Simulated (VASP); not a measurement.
# Si (P6_3/mmc) in VASP: a series of runs, part 3 of 3

VASP 6.6.1. Earlier steps stand in the parts before.

### Step 7. Relaxation of cell and atoms, r2SCAN

This run uses another cell than the first one, of 10.74 Å³/atom.

Input file POSCAR:

```
Si
1.0
    2.4440000000      0.0000000000      0.0000000000
   -1.2220000000      2.1165660868      0.0000000000
    0.0000000000      0.0000000000      4.1520000000
Si
2
Direct
    0.3333333333      0.6666666667      0.2500000000
    0.6666666667      0.3333333333      0.7500000000
```

Input file INCAR.step1:

```
SYSTEM = Si
ALGO = Normal
EDIFF = 1E-4
ENCUT = 600
GGA = PE
ISMEAR = -1
LASPH = .TRUE.
LCHARG = .FALSE.
LREAL = .FALSE.
LWAVE = .TRUE.
NELM = 100
PREC = Accurate
SIGMA = 0.1
```

Input file INCAR.step2:

```
SYSTEM = Si
ALGO = Normal
EDIFF = 1E-6
EDIFFG = -0.03
ENCUT = 600
IBRION = 2
ISIF = 3
ISMEAR = -1
ISTART = 1
LASPH = .TRUE.
LCHARG = .FALSE.
LMIXTAU = .TRUE.
LREAL = .FALSE.
LWAVE = .FALSE.
METAGGA = R2SCAN
NELM = 100
NSW = 80
PREC = Accurate
SIGMA = 0.1
```

Input file KPOINTS:

```
k-points
0
G
  14 14 7
  0 0 0
```

Potentials or basis: VASP PAW PBE potentials, release 64 (Si).

On the command line:

```bash
cat potpaw_PBE.64/Si/POTCAR > POTCAR
cp INCAR.step1 INCAR
mpirun -np 1 vasp_std > vasp.out
cp INCAR.step2 INCAR
mpirun -np 1 vasp_std > vasp.out
```

OUTCAR:

```text
SYSTEM = Si
   EDIFF = 1E-6
   EDIFFG = -0.03
   ENCUT = 600
   IBRION = 2
   ISIF = 3
   ISMEAR = -1
   ISTART = 1
   LASPH = .TRUE.
   LREAL = .FALSE.
   METAGGA = R2SCAN
   NELM = 100
   NSW = 80
   PREC = Accurate

 ion  position               nearest neighbor table
   1  0.333  0.667  0.250-   2 2.51   2 2.51   2 2.51   2 2.51   2 2.51   2 2.51
   2  0.667  0.333  0.750-   1 2.51   1 2.51   1 2.51   1 2.51   1 2.51   1 2.51

  LATTYP: Found a hexagonal cell.
 ALAT       =     2.4440000000
 C/A-ratio  =     1.6988543372

  Lattice vectors:

 A1 = (   2.4440000000,   0.0000000000,   0.0000000000)
 A2 = (  -1.2220000000,   2.1165660868,   0.0000000000)
 A3 = (   0.0000000000,   0.0000000000,   4.1520000000)

Analysis of symmetry for initial positions (statically):
=====================================================================
 Subroutine PRICEL returns:
[... 218 lines left out ...]

 k-point     1 :       0.0000    0.0000    0.0000
  band No.  band energies     occupation
      1      -5.4746      2.00000
      2       0.5033      2.00000
      3       1.9973      2.00000
      4      17.8595      0.00000
      5      17.8595      0.00000
      6      19.2992      0.00000
      7      19.2992      0.00000
      8      19.9316      0.00000
[... 432 lines left out ...]
--------------------------------------- Ionic step        7  -------------------------------------------

 number of electron       8.0000000 magnetization

 Free energy of the ion-electron system (eV)
  ---------------------------------------------------
  ext. energy  EPLUGINS =         0.00000000
  ---------------------------------------------------
  free energy    TOTEN  =       -16.14772313 eV

  energy without entropy =      -16.12246472  energy(sigma->0) =      -16.13509392

 E-fermi :  10.9443     XC(G=0): -12.1892

 val. band max:       10.9440449128   @ k =   0.4286   0.0000   0.0000
 cond. band min:      10.9603264664   @ k =   0.4286   0.1429   0.1429
 fundamental gap:      0.0162815536
 Fermi energy:        10.9442595987

 k-point     1 :       0.0000    0.0000    0.0000
  band No.  band energies     occupation
      1      -4.9772      2.00000
      2       1.5929      2.00000
      3       2.7477      2.00000
      4      21.5200      0.00000
      5      21.5200      0.00000
      6      21.7550      0.00000
      7      22.5447      0.00000
      8      22.5447      0.00000
[... 282 lines left out ...]
  FREE ENERGIE OF THE ION-ELECTRON SYSTEM (eV)
  ---------------------------------------------------
  free  energy   TOTEN  =       -16.1477231283 eV

  energy  without entropy=      -16.1224647173  energy(sigma->0) =      -16.13509392

 reached required accuracy - stopping structural energy minimisation
```

OUTCAR.step1:

```text
SYSTEM = Si
   EDIFF = 1E-4
   ENCUT = 600
   GGA = PE
   ISMEAR = -1
   LASPH = .TRUE.
   LREAL = .FALSE.
[... 487 lines left out ...]
     -0.00000      1.41104      1.03800        -0.000000      0.000000      0.000000
      1.22200      0.70552      3.11400         0.000000      0.000000      0.000000
 -----------------------------------------------------------------------------------
    total drift:                               -0.000000     -0.000000     -0.000000

  FREE ENERGIE OF THE ION-ELECTRON SYSTEM (eV)
  ---------------------------------------------------
  free  energy   TOTEN  =        -8.9958974288 eV

  energy  without entropy=       -8.9717931111  energy(sigma->0) =       -8.98384527
```

OSZICAR.step1:

```text
N       E                     dE             d eps       ncg     rms          rms(c)
DAV:   1     0.803485631999E+01    0.80349E+01   -0.41907E+03  1544   0.980E+02
DAV:   2    -0.887393437832E+01   -0.16909E+02   -0.16259E+02  2376   0.903E+01
DAV:   3    -0.906802102894E+01   -0.19409E+00   -0.19129E+00  2032   0.107E+01
DAV:   4    -0.906871886078E+01   -0.69783E-03   -0.69772E-03  2424   0.540E-01
DAV:   5    -0.906872134588E+01   -0.24851E-05   -0.24863E-05  2080   0.103E-02    0.672E+00
DAV:   6    -0.902339687767E+01    0.45324E-01   -0.69323E-03  1880   0.579E-01    0.377E+00
DAV:   7    -0.899616650404E+01    0.27230E-01   -0.14410E-02  1768   0.846E-01    0.214E-01
DAV:   8    -0.899590057353E+01    0.26593E-03   -0.14368E-04  2288   0.114E-01    0.298E-02
DAV:   9    -0.899589742884E+01    0.31447E-05   -0.50282E-06  1048   0.182E-02
   1 F= -.89958974E+01 E0= -.89838453E+01  d E =-.241043E-01
```

Wall time 2.2 min (1 thread of Intel Xeon 6975P-C (Granite Rapids), shared host); peak memory 0.14 GiB.

What came out:

| Quantity | Value |
| --- | --- |
| Free energy | -16.1477 eV |
| Relaxed volume | 13.74 Å³/atom |
| Relaxed cell | a = 2.622 Å, b = 2.622 Å, c = 4.616 Å, α = 90.00°, β = 90.00°, γ = 120.00° |
| Space group after relaxing (to 0.1 Å) | P6_3/mmc (No. 194) |
| Energy gained by relaxing | 315.0 meV/atom |
| Ionic steps | 7 |
| Pressure after relaxing | 0.1 GPa |
| Band gap on the k mesh | zero (bands 4 and 5 overlap by 13.89 eV) |

Step by step:
| step | energy change (eV) | largest force (eV/Å) | pressure (GPa) | volume (Å³) |
| --- | --- | --- | --- | --- |
| 1 | 0.0000 | 0.0000 | 43.09 | 21.48 |
| 2 | -0.4803 | 0.0000 | -9.16 | 31.76 |
| 3 | -0.6237 | 0.0000 | 0.05 | 27.35 |
| 4 | -0.6236 | 0.0000 | -0.39 | 27.48 |
| 5 | -0.6283 | 0.0000 | -0.23 | 27.48 |
| 6 | -0.6297 | 0.0000 | -0.03 | 27.48 |
| 7 | -0.6300 | 0.0000 | 0.06 | 27.48 |

Final structure:
```
Si
1.0
     2.62167    0.00000    0.00000
    -1.31084    2.27043    0.00000
     0.00000    0.00000    4.61604
Si
2
Direct
  0.33333 0.66667 0.25000
  0.66667 0.33333 0.75000
```

Caveat: the volume moved by over 15 % at a fixed basis, so the end points are rough; the PAW data sets were made with another functional, which shifts forces and pressure a little.

### Step 8. The runs side by side

| task | level | cell | cutoff (eV) | gap on the mesh (eV) | pressure (GPa) | relaxed volume (Å³/atom) |
| --- | --- | --- | --- | --- | --- | --- |
| single point | PBE+D3(BJ) | a = 2.616, b = 2.616, c = 4.584 Å, angles 90.0, 90.0, 120.0°, 2 atoms | 520 | none | 0.0 | - |
| single point | PBE | a = 2.657, b = 2.657, c = 4.721 Å, angles 90.0, 90.0, 120.0°, 2 atoms | 520 | none | 0.0 | - |
| single point | r2SCAN | a = 2.618, b = 2.618, c = 4.636 Å, angles 90.0, 90.0, 120.0°, 2 atoms | 520 | none | 0.1 | - |
| relaxation of cell and atoms | PBE+D3(BJ) | relaxed from a = 2.444, b = 2.444, c = 4.152 Å, angles 90.0, 90.0, 120.0°, 2 atoms | 600 | none | 0.1 | 13.57 |
| relaxation of cell and atoms | PBE | relaxed from a = 2.444, b = 2.444, c = 4.152 Å, angles 90.0, 90.0, 120.0°, 2 atoms | 600 | none | 0.3 | 14.38 |
| relaxation of cell and atoms | r2SCAN | relaxed from a = 2.444, b = 2.444, c = 4.152 Å, angles 90.0, 90.0, 120.0°, 2 atoms | 600 | none | 0.1 | 13.74 |

Alike in all rows: potentials or basis VASP PAW PBE potentials, release 64 (Si); no spin polarisation; k mesh 14 × 14 × 7; smearing fermi-dirac 0.1 eV.

Caveats: the volume moved by over 15 % at a fixed basis, so the end points are rough (at least some runs); the PAW data sets were made with another functional, which shifts forces and pressure a little (at least some runs).

Absolute energies hang on the potentials; compare differences alone.

The gap in the log of VASP goes by the Fermi energy; the results here count the filled bands.